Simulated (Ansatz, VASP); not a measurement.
## Two plane-wave programs on MgH2

POSCAR

```
MgH2
1.0
    0.0000000000      2.3649613284      2.3649613284
    2.3649613284      0.0000000000      2.3649613284
    2.3649613284      2.3649613284      0.0000000000
Mg H
1 2
Direct
    0.0000000000      0.0000000000      0.0000000000
    0.2500000000      0.2500000000      0.2500000000
    0.7500000000      0.7500000000      0.7500000000
```

Contents of INCAR.step1:

```
SYSTEM = MgH2
  ALGO = Normal
  EDIFF = 1E-4
  ENCUT = 520
  GGA = PE
  ISMEAR = -1
  LASPH = .True.
  LCHARG = .False.
  LREAL = .False.
  LWAVE = .True.
  NBANDS = 9
  NELM = 80
  PREC = Accurate
  SIGMA = 0.02
```

INCAR.step2

```
SYSTEM = MgH2
  ALGO = Normal
  EDIFF = 1E-6
  ENCUT = 520
  ISIF = 2
  ISMEAR = -1
  ISTART = 1
  LASPH = .True.
  LCHARG = .True.
  LELF = .True.
  LMIXTAU = .True.
  LREAL = .False.
  LVHAR = .True.
  LWAVE = .False.
  METAGGA = R2SCAN
  NBANDS = 9
  NELM = 80
  PREC = Accurate
  SIGMA = 0.02
```

File KPOINTS:

```
k-points
0
Gamma
  10 10 10
  0 0 0
```

Input for Ansatz:

```yaml
crystal:
  lattice:
    - [0.0, 2.3649613284, 2.3649613284]
    - [2.3649613284, 0.0, 2.3649613284]
    - [2.3649613284, 2.3649613284, 0.0]
  atoms:
    - { symbol: Mg, position: [0.0, 0.0, 0.0] }
    - { symbol: H, position: [0.25, 0.25, 0.25] }
    - { symbol: H, position: [0.75, 0.75, 0.75] }
kpoints:
  mp_grid: { grid: [10, 10, 10] }
  band_path:
    path:
      - [0.0, 0.0, 0.0]
      - [0.5, 0.0, 0.5]
      - [0.625, 0.25, 0.625]
      - [0.375, 0.375, 0.75]
      - [0.5, 0.5, 0.5]
      - [0.5, 0.25, 0.75]
    npoints: 1
hamiltonian:
  xc: r2scan
scf:
  occupations: { method: fermi_dirac, width: 0.02 }
  n_extra_bands: 4
output:
  forces: true
  stress: true
  eigenvalues: true
```

Alike in both runs: task single point; functional r2SCAN; k mesh 10 × 10 × 10; occupations fermi-dirac, width 0.02 eV; no spin polarisation.

```csv
,VASP,Ansatz
version,VASP 6.6.1,Ansatz 0.2.0
potentials or method,"VASP PAW PBE potentials, release 64 (Mg, H)","plane waves, PAW"
plane-wave cutoff (eV),520,500
valence electrons in the cell,4,12
```

```csv
,VASP,Ansatz,Ansatz less VASP
pressure (GPa),-0.8,-0.2,+0.60
```

VASP's potentials were made for PBE, not for r2SCAN. VASP's potentials hold 4 valence electrons a cell and Ansatz's 12, so a difference there can come from the potentials and not from the codes.
